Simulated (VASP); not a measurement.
# P in VASP: single point with r2SCAN0

Aim: the single point of P with r2SCAN0.

All numbers are computed with VASP 6.6.1; they aren't measurements. Logs are shortened: lines on timing, memory, paths and dates and some standing lists are left out, and cuts for length are marked.

**1. The cell of the first run**

The cell holds a slab with vacuum, 4 atoms: a = 4.627 Å, b = 3.292 Å, c = 27.820 Å, α = 90.00°, β = 90.00°, γ = 90.00°.

**2. Single point, r2SCAN0**

The input, POSCAR:

```
P
1.0
    4.6274954316      0.0000000000      0.0000000000
    0.0000000000      3.2918635005      0.0000000000
    0.0000000000      0.0000000000     27.8195791164
P
4
Direct
    0.0912379300      0.0000000000      0.3789328423
    0.4087620700      0.5000000000      0.3789328423
    0.5912379300      0.5000000000      0.3040393882
    0.9087620700      0.0000000000      0.3040393882
```

The input, INCAR.step1:

```
SYSTEM = P
PREC     = Accurate       ! precision mode
ENCUT    = 440            ! plane-wave cutoff, eV
EDIFF    = 1E-5           ! SCF threshold, eV
ISMEAR   = 0              ! smearing method
SIGMA    = 0.01           ! smearing width, eV
LREAL    = .FALSE.        ! projectors in reciprocal space
LASPH    = .TRUE.         ! aspherical terms in the spheres
NELM     = 120            ! most SCF steps
ALGO     = Normal         ! electronic algorithm
ISIF     = 2              ! what is computed and relaxed
LWAVE    = .TRUE.         ! write WAVECAR
LDIPOL   = .TRUE.       
IDIPOL   = 3            
DIPOL    = 0.5 0.5 0.341
GGA      = PE             ! functional
NBANDS   = 18             ! bands
GGA_COMPAT= .FALSE.      
NELMDL   = -8
```

The input, INCAR.step2:

```
SYSTEM = P
PREC     = Accurate       ! precision mode
ENCUT    = 440            ! plane-wave cutoff, eV
EDIFF    = 1E-6           ! SCF threshold, eV
ISMEAR   = 0              ! smearing method
SIGMA    = 0.01           ! smearing width, eV
LREAL    = .FALSE.        ! projectors in reciprocal space
LASPH    = .TRUE.         ! aspherical terms in the spheres
NELM     = 120            ! most SCF steps
ALGO     = Normal         ! electronic algorithm
ISIF     = 2              ! what is computed and relaxed
LWAVE    = .FALSE.        ! write WAVECAR
LCHARG   = .TRUE.         ! write CHGCAR
LDIPOL   = .TRUE.       
IDIPOL   = 3            
DIPOL    = 0.5 0.5 0.341
METAGGA  = R2SCAN         ! meta-GGA
LHFCALC  = .TRUE.         ! exact exchange
AEXX     = 0.25           ! exact-exchange fraction
LMIXTAU  = .TRUE.       
PRECFOCK = Normal       
LELF     = .TRUE.         ! ELF
LVHAR    = .TRUE.       
LVACPOTAV= .TRUE.       
ISTART   = 1            
NBANDS   = 18             ! bands
GGA_COMPAT= .FALSE.
```

The input, KPOINTS:

```
regular mesh
0
G
  4 6 1
  0 0 0
```

Potentials or basis: VASP PAW PBE potentials, release 64 (P).

On the command line:

```console
$ cat potpaw_PBE.64/P/POTCAR > POTCAR
$ cp INCAR.step1 INCAR
$ mpirun -np 1 vasp_std > vasp.out
$ cp INCAR.step2 INCAR
$ mpirun -np 1 vasp_std > vasp.out
```

OUTCAR:

```text
SYSTEM = P
   PREC = Accurate
   ENCUT = 440
   EDIFF = 1E-6
   ISMEAR = 0
   LREAL = .FALSE.
   LASPH = .TRUE.
   NELM = 120
   ISIF = 2
   METAGGA = R2SCAN
   LHFCALC = .TRUE.
   AEXX = 0.25
   PRECFOCK = Normal
   ISTART = 1

 ion  position               nearest neighbor table
   1  0.091  0.000  0.379-   2 2.21   2 2.21   4 2.25
   2  0.409  0.500  0.379-   1 2.21   1 2.21   3 2.25
   3  0.591  0.500  0.304-   4 2.21   4 2.21   2 2.25
   4  0.909  0.000  0.304-   3 2.21   3 2.21   1 2.25

  LATTYP: Found a simple orthorhombic cell.
 ALAT       =     3.2918635005
 B/A-ratio  =     1.4057373372
 C/A-ratio  =     8.4510123558

  Lattice vectors:

 A1 = (   0.0000000000,  -3.2918635005,   0.0000000000)
 A2 = (   4.6274954316,   0.0000000000,   0.0000000000)
 A3 = (   0.0000000000,   0.0000000000,  27.8195791164)

Analysis of symmetry for initial positions (statically):
=====================================================================
 Subroutine PRICEL returns:
 Original cell was already a primitive cell.

 Routine SETGRP: Setting up the symmetry group for a
 simple orthorhombic supercell.

 Subroutine GETGRP returns: Found  8 space group operations
 (whereof  2 operations were pure point group operations)
 out of a pool of  8 trial point group operations.

The static configuration has the point symmetry C_1h.
 The point group associated with its full space group is D_2h.

Analysis of symmetry for dynamics (positions and initial velocities):
=====================================================================
 Subroutine PRICEL returns:
 Original cell was already a primitive cell.

 Routine SETGRP: Setting up the symmetry group for a
 simple orthorhombic supercell.

 Subroutine GETGRP returns: Found  8 space group operations
 (whereof  2 operations were pure point group operations)
 out of a pool of  8 trial point group operations.

The dynamic configuration has the point symmetry C_1h.
 The point group associated with its full space group is D_2h.

 Subroutine INISYM returns: Found  8 space group operations
 (whereof  2 operations are pure point group operations),
 and found     1 'primitive' translations

----------------------------------------------------------------------------------------

                                     Primitive cell
[... 94 lines left out ...]
   NUPDOWN=      -1.0000    fix difference up-down
   EMIN   =  10.00;   EMAX   =-10.00  energy-range for DOS
   EFERMI =   0.00;   METHOD = LEGACY
   ISMEAR =     0;   SIGMA  =   0.01  broadening in eV -4-tet -1-fermi 0-gaus
   EFERMI_NEDOS =   21; number of points for ismear=-14 and -15
   IALGO  =     38    algorithm
   IMIX   =      1    mixing-type and parameters
     AMIX     =   0.40;   BMIX     =  1.00
     AMIX_MAG =   1.60;   BMIX_MAG =  1.00
  volume/ion in A,a.u.               =     105.94       714.95
  Fermi-wavevector in a.u.,A,eV,Ry     =   0.591614  1.117989  4.762142  0.350008
  Thomas-Fermi vector in A             =   1.640111
   LORBIT       =      0    0 simple, 1 ext, 2 COOP (PROOUT), +10 PAW based schemes
   METAGGA = R2SCAN    functional components
   LHFCALC =     T    Hartree Fock is set to
   PRECFOCK=normal    Normal, Fast or Accurate (Low or Medium for compatibility)
   ENCUT4O =  -1.0   cutoff for four orbital integrals eV
   NKREDX  =     1    reduce k-point grid by
   NKREDY  =     1    reduce k-point grid by
   NKREDZ  =     1    reduce k-point grid by
   AEXX    =    0.2500 exact exchange contribution
   HFSCREEN=    0.0000 screening length (either q_TF or 0.3 A-1)
   HFSCREENC=   0.0000 screening length for correlation (either q_TF or 0.3 A-1)
   ENCUTFOCK=  -1.0 apply spherical cutoff to Coloumb kernel
   IVDW    =     0    specifies the selected vdW correction
   LEPSILON=     F    determine dielectric tensor
   LRPA    =     F    only Hartree local field effects (RPA)
 non-spin polarized calculation
 Gauss-broadening in eV      SIGMA  =   0.01
  energy-cutoff  :      440.00
  volume of cell :      423.78
 maximum number of plane-waves:      8924
 NGX is ok and might be reduce to    32
  NGX = 24; NGY = 18; NGZ =144

 dipolmoment           0.000000      0.000000     -0.000002 electrons x Angstroem

 number of electron      20.0000000 magnetization

 dipolmoment           0.000000      0.000000      0.000033 electrons x Angstroem

 Free energy of the ion-electron system (eV)
  ---------------------------------------------------
  ext. energy  EPLUGINS =         0.00000000
  ---------------------------------------------------
  free energy    TOTEN  =       -38.81654771 eV

  energy without entropy =      -38.81654771  energy(sigma->0) =      -38.81654771

 E-fermi :  -3.8231     XC(G=0):  -1.6817

 val. band max:       -3.9166467468   @ k =   0.0000   0.0000   0.0000
 cond. band min:      -1.5018573273   @ k =   0.0000   0.0000   0.0000
 fundamental gap:      2.4147894194
 Fermi energy:        -3.8230902922

 k-point     1 :       0.0000    0.0000    0.0000
  band No.  band energies     occupation
      1     -21.1050      2.00000
      2     -18.2873      2.00000
      3     -14.4582      2.00000
      4     -10.4226      2.00000
      5      -9.2354      2.00000
      6      -9.1450      2.00000
[... 229 lines left out ...]
      5      -9.5505      2.00000
      6      -9.5505      2.00000
[... 10 lines left out ...]
     17       4.4954      0.00000
     18       4.4954      0.00000

------------------------ aborting loop because EDIFF is reached ----------------------------------------

  FORCE on cell =-STRESS in cart. coord.  units (eV):
  Direction    XX          YY          ZZ          XY          YZ          ZX
  --------------------------------------------------------------------------------------
  -------------------------------------------------------------------------------------
  Total       -1.2358082     -1.1003080     -1.2039122      0.0000000      0.0000000     -0.0000000
  in kB       -4.6722198     -4.1599342     -4.5516307      0.0000000      0.0000000     -0.0000000
  external PRESSURE =      -4.4612616 kB  Pullay stress =       0.0000000 kB

 VOLUME and BASIS-vectors are now :
 -----------------------------------------------------------------------------
  energy-cutoff  :      440.00
  volume of cell :      423.78
      direct lattice vectors                 reciprocal lattice vectors
     4.627495432  0.000000000  0.000000000     0.216099619  0.000000000  0.000000000
     0.000000000  3.291863500  0.000000000     0.000000000  0.303779303  0.000000000
     0.000000000  0.000000000 27.819579116     0.000000000  0.000000000  0.035945907

 POSITION                                       TOTAL-FORCE (eV/Angst)
 -----------------------------------------------------------------------------------
      0.42220      0.00000     10.54175         0.172894      0.000000     -0.272167
      1.89154      1.64593     10.54175        -0.172894      0.000000     -0.272167
      2.73595      1.64593      8.45825         0.172894      0.000000      0.272167
      4.20529      0.00000      8.45825        -0.172894      0.000000      0.272167
 -----------------------------------------------------------------------------------
    total drift:                               -0.000003     -0.000000     -0.000258

  FREE ENERGIE OF THE ION-ELECTRON SYSTEM (eV)
  ---------------------------------------------------
  free  energy   TOTEN  =       -38.8165477115 eV

  energy  without entropy=      -38.8165477115  energy(sigma->0) =      -38.81654771

 vacuum level on the upper side and lower side of the slab         2.001         2.001
```

OUTCAR.step1:

```text
SYSTEM = P
   PREC = Accurate
   ENCUT = 440
   EDIFF = 1E-5
   ISMEAR = 0
   LREAL = .FALSE.
   LASPH = .TRUE.
   NELM = 120
[... 477 lines left out ...]
      2.73595      1.64593      8.45825        -0.206250     -0.000000     -0.076947
      4.20529      0.00000      8.45825         0.206250      0.000000     -0.076947
 -----------------------------------------------------------------------------------
    total drift:                                0.000000      0.000000      0.000386

  FREE ENERGIE OF THE ION-ELECTRON SYSTEM (eV)
  ---------------------------------------------------
  free  energy   TOTEN  =       -21.4455687984 eV

  energy  without entropy=      -21.4455687984  energy(sigma->0) =      -21.44556880

 vacuum level on the upper side and lower side of the slab         1.983         1.983
```

OSZICAR.step1:

```text
N       E                     dE             d eps       ncg     rms          rms(c)
DAV:   1     0.133265469051E+03    0.13327E+03   -0.52959E+03   432   0.647E+02
DAV:   2    -0.435366978125E+01   -0.13762E+03   -0.12910E+03   682   0.136E+02
DAV:   3    -0.212869956938E+02   -0.16933E+02   -0.16780E+02   590   0.559E+01
[... 14 lines left out ...]
DAV:  18    -0.214454861097E+02   -0.61023E-04   -0.43967E-06   446   0.774E-03    0.295E-03
DAV:  19    -0.214455328291E+02   -0.46719E-04   -0.29169E-06   436   0.584E-03    0.352E-03
DAV:  20    -0.214455437124E+02   -0.10883E-04   -0.34907E-07   422   0.240E-03    0.225E-03
DAV:  21    -0.214455659014E+02   -0.22189E-04   -0.85686E-07   404   0.277E-03    0.144E-03
DAV:  22    -0.214455687984E+02   -0.28970E-05   -0.46097E-08   420   0.954E-04
   1 F= -.21445569E+02 E0= -.21445569E+02  d E =-.847215E-16
```

Wall time 31 min (1 thread of Intel Xeon Platinum 8375C at 2.90GHz (Ice Lake), shared host); peak memory 0.48 GiB.

What came out:

```yaml
Free_energy: -38.8165 eV
Largest_force: 0.322 eV/Å
Band_gap_on_the_k_mesh: 2.41 eV
```

Forces in eV/Å, atoms in the order of the input:
```
P    0.173  0.000 -0.272
P   -0.173  0.000 -0.272
P    0.173  0.000  0.272
P   -0.173  0.000  0.272
```

Levels at points of the mesh, in eV from the valence-band top:
```tsv
k point	band 7	band 8	band 9	band 10	band 11	band 12	band 13	band 14
(0.00, 0.00, 0.00)	-3.88	-2.07	-1.87	0.00	2.41	3.19	4.42	5.11
(0.50, 0.00, 0.00)	-2.98	-2.98	-1.52	-1.52	3.76	3.76	5.48	5.48
(0.00, 0.50, 0.00)	-3.16	-3.16	-2.21	-2.21	2.81	2.81	3.83	3.83
(0.50, 0.50, 0.00)	-5.19	-5.19	-1.28	-1.28	4.02	4.02	5.65	5.65
```

Caveat: the PAW data sets were made with another functional, which shifts forces and pressure a little.
